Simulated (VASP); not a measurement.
# AlGa3As4 (P-4m2) in VASP: further runs, part 2 of 2

VASP 6.6.1.

### 5 Single point, PBE

This run uses another cell than the first one, of 23.66 Å³/atom.

Input file INCAR:

```
SYSTEM = AlGa3As4
ALGO = Normal
EDIFF = 1E-6
ENCUT = 520
GGA = PE
ISIF = 2
ISMEAR = 0
LASPH = .True.
LCHARG = .False.
LREAL = .False.
LWAVE = .False.
NBANDS = 41
NELM = 80
PREC = Accurate
SIGMA = 0.02
```

Input file KPOINTS:

```
k-points
0
Gamma
  10 10 4
  0 0 0
```

Input file POSCAR:

```
AlGa3As4
1.0
    4.0609787850      0.0000000000      0.0000000000
    0.0000000000      4.0609787850      0.0000000000
    0.0000000000      0.0000000000     11.4756669252
Al Ga As
1 3 4
Direct
    0.5000000000      0.5000000000      0.5000000000
    0.0000000000      0.0000000000      0.7497492548
    0.5000000000      0.5000000000      0.0000000000
    0.0000000000      0.0000000000      0.2502507452
    0.5000000000      0.0000000000      0.8748952286
    0.0000000000      0.5000000000      0.1251047714
    0.5000000000      0.0000000000      0.3758996633
    0.0000000000      0.5000000000      0.6241003367
```

Potentials or basis: VASP PAW PBE potentials, release 64 (Al, Ga_d, As).

On the command line:

```bash
cat potpaw_PBE.64/Al/POTCAR potpaw_PBE.64/Ga_d/POTCAR potpaw_PBE.64/As/POTCAR > POTCAR
mpirun -np 1 vasp_std > vasp.out
```

OUTCAR:

```text
SYSTEM = AlGa3As4
   EDIFF = 1E-6
   ENCUT = 520
   GGA = PE
   ISIF = 2
   ISMEAR = 0
   LASPH = .True.
   LREAL = .False.
   NELM = 80
   PREC = Accurate

 ion  position               nearest neighbor table
   1  0.500  0.500  0.500-   7 2.48   8 2.48   7 2.48   8 2.48
   2  0.000  0.000  0.750-   5 2.49   5 2.49   8 2.49   8 2.49
   3  0.500  0.500  0.000-   5 2.49   6 2.49   5 2.49   6 2.49
   4  0.000  0.000  0.250-   6 2.49   6 2.49   7 2.49   7 2.49
   5  0.500  0.000  0.875-   3 2.49   3 2.49   2 2.49   2 2.49
   6  0.000  0.500  0.125-   3 2.49   3 2.49   4 2.49   4 2.49
   7  0.500  0.000  0.376-   1 2.48   1 2.48   4 2.49   4 2.49
   8  0.000  0.500  0.624-   1 2.48   1 2.48   2 2.49   2 2.49

  LATTYP: Found a simple tetragonal cell.
 ALAT       =     4.0609787850
 C/A-ratio  =     2.8258376940

  Lattice vectors:

 A1 = (   4.0609787850,   0.0000000000,   0.0000000000)
 A2 = (   0.0000000000,   4.0609787850,   0.0000000000)
 A3 = (   0.0000000000,   0.0000000000,  11.4756669252)

Analysis of symmetry for initial positions (statically):
=====================================================================
 Subroutine PRICEL returns:
 Original cell was already a primitive cell.

 Routine SETGRP: Setting up the symmetry group for a
 simple tetragonal supercell.

 Subroutine GETGRP returns: Found  8 space group operations
 (whereof  8 operations were pure point group operations)
 out of a pool of 16 trial point group operations.

The static configuration has the point symmetry D_2d.

Analysis of symmetry for dynamics (positions and initial velocities):
=====================================================================
 Subroutine PRICEL returns:
 Original cell was already a primitive cell.

 Routine SETGRP: Setting up the symmetry group for a
 simple tetragonal supercell.

 Subroutine GETGRP returns: Found  8 space group operations
 (whereof  8 operations were pure point group operations)
 out of a pool of 16 trial point group operations.

The dynamic configuration has the point symmetry D_2d.

 Subroutine INISYM returns: Found  8 space group operations
 (whereof  8 operations are pure point group operations),
 and found     1 'primitive' translations

----------------------------------------------------------------------------------------

                                     Primitive cell

  volume of cell :     189.2515

  direct lattice vectors                    reciprocal lattice vectors
     4.060978785  0.000000000  0.000000000     0.246246054  0.000000000  0.000000000
     0.000000000  4.060978785  0.000000000     0.000000000  0.246246054  0.000000000
     0.000000000  0.000000000 11.475666925     0.000000000  0.000000000  0.087140905

  length of vectors
     4.060978785  4.060978785 11.475666925     0.246246054  0.246246054  0.087140905

  position of ions in fractional coordinates (direct lattice)
     0.500000000  0.500000000  0.500000000
     0.000000000  0.000000000  0.749749255
     0.500000000  0.500000000  0.000000000
     0.000000000  0.000000000  0.250250745
     0.500000000  0.000000000  0.874895229
     0.000000000  0.500000000  0.125104771
     0.500000000  0.000000000  0.375899663
[... 43 lines left out ...]
  0.200000  0.000000  0.000000      4.000000
  0.300000  0.000000  0.000000      4.000000
  0.400000  0.000000  0.000000      4.000000
  0.500000  0.000000  0.000000      2.000000
[... 16 lines left out ...]
  0.100000  0.000000  0.250000      8.000000
  0.200000  0.000000  0.250000      8.000000
 [... further k-points ...]
   k-points           NKPTS =     63   k-points in BZ     NKDIM =     63   number of bands    NBANDS=     41
   number of dos      NEDOS =    301   number of ions     NIONS =      8
   total plane-waves  NPLWV =  81000
   dimension x,y,z NGX =    30 NGY =   30 NGZ =   90
   dimension x,y,z NGXF=    60 NGYF=   60 NGZF=  180
   ions per type =               1   3   4
   NGX,Y,Z   is equivalent  to a cutoff of  12.28, 12.28, 13.04 a.u.
   NGXF,Y,Z  is equivalent  to a cutoff of  24.56, 24.56, 26.08 a.u.
 SYSTEM =  AlGa3As4
   PREC   = accura    normal or accurate (medium, high low for compatibility)
   ISTART =      0    job   : 0-new  1-cont  2-samecut
   ICHARG =      2    charge: 1-file 2-atom 10-const
   ISPIN  =      1    spin polarized calculation?
   LNONCOLLINEAR =      F non collinear calculations
   LSORBIT =      F    spin-orbit coupling
   LASPH  =      T    aspherical Exc in radial PAW
   ENCUT  =  520.0 eV  38.22 Ry    6.18 a.u.   7.55  7.55 21.34*2*pi/ulx,y,z
   NELM   =     80;   NELMIN=  2; NELMDL= -5     # of ELM steps
   EDIFF  = 0.1E-05   stopping-criterion for ELM
   LREAL  =      F    real-space projection
   EDIFFG = 0.1E-04   stopping-criterion for IOM
   NSW    =      0    number of steps for IOM
   IBRION =     -1    ionic relax: 0-MD 1-quasi-New 2-CG
   NFREE  =      0    steps in history (QN), initial steepest desc. (CG)
   ISIF   =      2    stress and relaxation
   ISYM   =      2    0-nonsym 1-usesym 2-fastsym
   POTIM  = 0.5000    time-step for ionic-motion
   TEBEG  =    0.0;   TEEND  =   0.0 temperature during run
   PSTRESS=    0.0 pullay stress
   NELECT =      62.0000    total number of electrons
   NUPDOWN=      -1.0000    fix difference up-down
   EMIN   =  10.00;   EMAX   =-10.00  energy-range for DOS
   EFERMI =   0.00;   METHOD = LEGACY
   ISMEAR =     0;   SIGMA  =   0.02  broadening in eV -4-tet -1-fermi 0-gaus
   EFERMI_NEDOS =   21; number of points for ismear=-14 and -15
   IALGO  =     38    algorithm
   IMIX   =      4    mixing-type and parameters
     AMIX     =   0.40;   BMIX     =  1.00
     AMIX_MAG =   1.60;   BMIX_MAG =  1.00
  volume/ion in A,a.u.               =      23.66       159.64
  Fermi-wavevector in a.u.,A,eV,Ry     =   1.128562  2.132674 17.329104  1.273653
  Thomas-Fermi vector in A             =   2.265253
   LORBIT       =      0    0 simple, 1 ext, 2 COOP (PROOUT), +10 PAW based schemes
   GGA     = PE    functional components
   LHFCALC =     F    Hartree Fock is set to
   AEXX    =    0.0000 exact exchange contribution
   IVDW    =     0    specifies the selected vdW correction
   LEPSILON=     F    determine dielectric tensor
   LRPA    =     F    only Hartree local field effects (RPA)
 non-spin polarized calculation
 Gauss-broadening in eV      SIGMA  =   0.02
  energy-cutoff  :      520.00
  volume of cell :      189.25
 maximum number of plane-waves:      5129
   NGX = 15   NGY = 15   NGZ = 43

 number of electron      62.0000075 magnetization

 Free energy of the ion-electron system (eV)
  ---------------------------------------------------
  ext. energy  EPLUGINS =         0.00000000
  ---------------------------------------------------
  free energy    TOTEN  =       -34.20181228 eV

  energy without entropy =      -34.20181228  energy(sigma->0) =      -34.20181228

 E-fermi :   3.6110     XC(G=0):  -9.2564

 val. band max:        3.5146609261   @ k =   0.0000   0.0000   0.0000
 cond. band min:       4.0407204699   @ k =   0.0000   0.0000   0.0000
 fundamental gap:      0.5260595438
 Fermi energy:         3.6110168112

 k-point     1 :       0.0000    0.0000    0.0000
  band No.  band energies     occupation
      1     -11.1993      2.00000
      2     -11.1757      2.00000
      3     -11.1320      2.00000
      4     -11.1137      2.00000
      5     -11.1137      2.00000
      6     -11.1051      2.00000
[... 1045 lines left out ...]
     40       7.8887      0.00000
     41       8.4498      0.00000

 [... further k-points ...]

------------------------ aborting loop because EDIFF is reached ----------------------------------------

  FORCE on cell =-STRESS in cart. coord.  units (eV):
  Direction    XX          YY          ZZ          XY          YZ          ZX
  --------------------------------------------------------------------------------------
  -------------------------------------------------------------------------------------
  Total        0.1894097      0.1894097      0.1945554      0.0000000      0.0000000     -0.0000000
  in kB        1.6035168      1.6035168      1.6470794      0.0000000      0.0000000     -0.0000000
  external PRESSURE =       1.6180377 kB  Pullay stress =       0.0000000 kB

 VOLUME and BASIS-vectors are now :
 -----------------------------------------------------------------------------
  energy-cutoff  :      520.00
  volume of cell :      189.25
      direct lattice vectors                 reciprocal lattice vectors
     4.060978785  0.000000000  0.000000000     0.246246054  0.000000000  0.000000000
     0.000000000  4.060978785  0.000000000     0.000000000  0.246246054  0.000000000
     0.000000000  0.000000000 11.475666925     0.000000000  0.000000000  0.087140905

 POSITION                                       TOTAL-FORCE (eV/Angst)
 -----------------------------------------------------------------------------------
      2.03049      2.03049      5.73783         0.000000      0.000000      0.000000
      0.00000      0.00000      8.60387         0.000000      0.000000      0.000423
      2.03049      2.03049      0.00000         0.000000     -0.000000      0.000000
      0.00000      0.00000      2.87179        -0.000000      0.000000     -0.000423
      2.03049      0.00000     10.04001         0.000000      0.000000      0.000069
      0.00000      2.03049      1.43566         0.000000      0.000000     -0.000069
      2.03049      0.00000      4.31370         0.000000      0.000000      0.004811
      0.00000      2.03049      7.16197         0.000000      0.000000     -0.004811
 -----------------------------------------------------------------------------------
    total drift:                                0.000000      0.000000     -0.000000

  FREE ENERGIE OF THE ION-ELECTRON SYSTEM (eV)
  ---------------------------------------------------
  free  energy   TOTEN  =       -34.2018122850 eV

  energy  without entropy=      -34.2018122850  energy(sigma->0) =      -34.20181228
```

Wall time 13 min (1 thread of Intel Xeon 8259CL, shared host); peak memory 0.54 GiB.

Results:

| Item | Value |
| --- | --- |
| Free energy | -34.2018 eV |
| Pressure | 0.2 GPa |
| Largest force | 0.005 eV/Å |
| Band gap on the k mesh | 0.53 eV |

Forces in eV/Å, atoms in the order of the input:
```
Al   0.000  0.000  0.000
Ga   0.000  0.000  0.000
Ga   0.000  0.000  0.000
Ga   0.000  0.000  0.000
As   0.000  0.000  0.000
As   0.000  0.000  0.000
As   0.000  0.000  0.005
As   0.000  0.000 -0.005
```

### 6 The runs side by side

| task | cell | k mesh | cutoff (eV) | smearing | gap on the mesh (eV) | pressure (GPa) | largest force (eV/Å) |
| --- | --- | --- | --- | --- | --- | --- | --- |
| single point | a = 3.892, b = 3.892, c = 11.008 Å, 8 atoms, atomic positions A | 4 × 4 × 2 | 520 | gaussian 0.1 eV | 1.26 | 10.9 | 0.12 |
| single point | a = 4.074, b = 4.074, c = 11.351 Å, 8 atoms, atomic positions B | 4 × 4 × 2 | 520 | gaussian 0.1 eV | 0.53 | 0.5 | 0.01 |
| relaxation of cell and atoms | relaxed from a = 3.892, b = 3.892, c = 11.008 Å, 8 atoms, atomic positions A | 4 × 4 × 2 | 600 | gaussian 0.1 eV | 0.49 | 0.1 | 0.03 |
| single point | a = 4.061, b = 4.061, c = 11.476 Å, 8 atoms, atomic positions A | 10 × 10 × 4 | 520 | gaussian 0.02 eV | 0.53 | 0.2 | - |

Alike in all rows: level PBE; potentials or basis VASP PAW PBE potentials, release 64 (Al, Ga_d, As); no spin polarisation.

Caveats: the cell stands under pressure (at least some runs).

Absolute energies hang on the potentials; compare differences alone.
